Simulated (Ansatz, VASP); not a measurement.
One calculation of CdS, two programs

```
CELL_PARAMETERS angstrom
4.16082 0.00000 0.00000
-2.08041 3.60337 0.00000
0.00000 0.00000 6.71300
ATOMIC_POSITIONS crystal
Cd 0.33333 0.66667 0.99923
Cd 0.66667 0.33333 0.49923
S 0.33333 0.66667 0.37777
S 0.66667 0.33333 0.87777
```

Alike in both runs: functional PBE; k mesh 8 × 8 × 5; occupations gaussian, width 0.05 eV; no spin polarisation.

Ansatz relaxed the structure, and its values are those at the end. VASP's run is a single point on that final structure, the one shown.

|  | VASP | Ansatz |
| --- | --- | --- |
| version | VASP 6.6.1 | Ansatz 0.2.0 |
| potentials or method | VASP PAW PBE potentials, release 64 (Cd, S) | scalar-relativistic, plane waves, PAW |
| plane-wave cutoff (eV) | 520 | 420 |
| valence electrons in the cell | 36 | 52 |

|  | VASP | Ansatz | Ansatz less VASP |
| --- | --- | --- | --- |
| pressure (GPa) | 2.3 | 2.0 | -0.34 |

The functional is the same, so the differences come from potentials, cutoffs and numerics. VASP's potentials hold 36 valence electrons a cell and Ansatz's 52, so a difference there can come from the potentials and not from the codes. Ansatz's warnings: stress scf threshold loose.
